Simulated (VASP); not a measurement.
AlCo, 2 atoms in the cell. Symmetry: P4/mmm, No. 123, tetragonal system. Conventional cell: a = 2.852 Å, b = 2.852 Å, c = 3.137 Å, α = 90.00°, β = 90.00°, γ = 90.00°. Within 3.4 Å of Al (site symmetry 4/mmm) lie 8 Co at 2.55 Å and 6 Al at 2.85 to 3.14 Å. Co (site symmetry 4/mmm) has 8 Al at 2.55 Å and 6 Co at 2.85 to 3.14 Å within 3.4 Å.  This cell differs from its parent crystal: strain +0.1000 x Voigt [1, 0, 0, 0, 0, 0].

| Item | Value |
| --- | --- |
| Program | VASP 6.6.1 |
| Task | single point |
| Functional | PBE |
| Potentials or basis | VASP PAW PBE potentials, release 64 (Al, Co) |
| Cutoff | 520 eV |
| k mesh | 22 × 22 × 22 |
| Occupations | gaussian, width 0.15 eV |
| Spin | no spin polarisation |
| Dipole correction | no |
| Further INCAR settings | ALGO = Fast; EDIFF = 1e-06; NBANDS = 13 |

Potentials or basis: VASP PAW PBE potentials, release 64 (Al, Co).

Run with:

```sh
$ cat potpaw_PBE.64/Al/POTCAR potpaw_PBE.64/Co/POTCAR > POTCAR
$ mpirun -np 1 vasp_std > vasp.out
```

Hardware: 1 thread of Intel(R) Xeon(R) Platinum 8259CL CPU @ 2.50GHz (Skylake/Cascade Lake), on a shared host.

Q: Estimate the wall time of this run.

A: It took 4 min on 1 thread of Intel(R) Xeon(R) Platinum 8259CL CPU @ 2.50GHz (Skylake/Cascade Lake) (shared host), peak memory 0.42 GiB. Counts: scf iterations 15, k points 936.
